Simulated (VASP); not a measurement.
Write the native input for VASP 6.6.1 that does the following.

```yaml
Task: single point
Functional: PBE
Potentials_or_basis: VASP PAW PBE potentials, release 64 (Pb_d, O)
Cutoff: 600 eV
k_mesh: 1 × 1 × 1, shifted
Occupations: gaussian, width 0.01 eV
Spin: no spin polarisation
Dipole_correction: no
Further_INCAR_settings: ALGO = Normal; EDIFF = 1e-06; NBANDS = 20
```

The structure of PbO2 lies in POSCAR:

```
PbO2
1.0
    3.1937679100     -0.0517993900      0.0823520900
   -1.6417438600      3.0087051200     -0.0805647100
    0.1344797900     -0.0742716600      5.2912420000
Pb O
1 2
Direct
    0.8367930000      0.2607780000      0.8661140000
    1.0727320000      0.9176430000      1.1045250000
    1.3347450000      0.5442500000      1.6692410000
```

One way to write it, as run:

INCAR

```
SYSTEM = PbO2
PREC = Accurate
ENCUT = 600
EDIFF = 1E-6
ISMEAR = 0
SIGMA = 0.01
LREAL = .FALSE.
LASPH = .TRUE.
NELM = 120
ALGO = Normal
ISIF = 2
LWAVE = .FALSE.
LCHARG = .FALSE.
GGA = PE
NBANDS = 20
GGA_COMPAT = .FALSE.
```

KPOINTS

```
Automatic mesh
0
Gamma
  1 1 1
  0.5 0.5 0.5
```

Potentials or basis: VASP PAW PBE potentials, release 64 (Pb_d, O).

Launch:

```console
$ cat potpaw_PBE.64/Pb_d/POTCAR potpaw_PBE.64/O/POTCAR > POTCAR
$ mpirun -np 1 vasp_std > vasp.out
```

It gave:

| Quantity | Value |
| --- | --- |
| Pressure | 24.7 GPa |
| Largest force | 15.135 eV/Å |

Caveat: the k points lie up to 2.21 Å⁻¹ apart, too coarse for converged energies, forces and pressures; forces of over 1 eV/Å act on the atoms, so gaps and moduli don't describe the material at rest.

Run time: 3.7 s on 1 thread of Intel(R) Xeon(R) Platinum 8488C (Sapphire Rapids), on a shared host, peak memory 0.17 GiB.
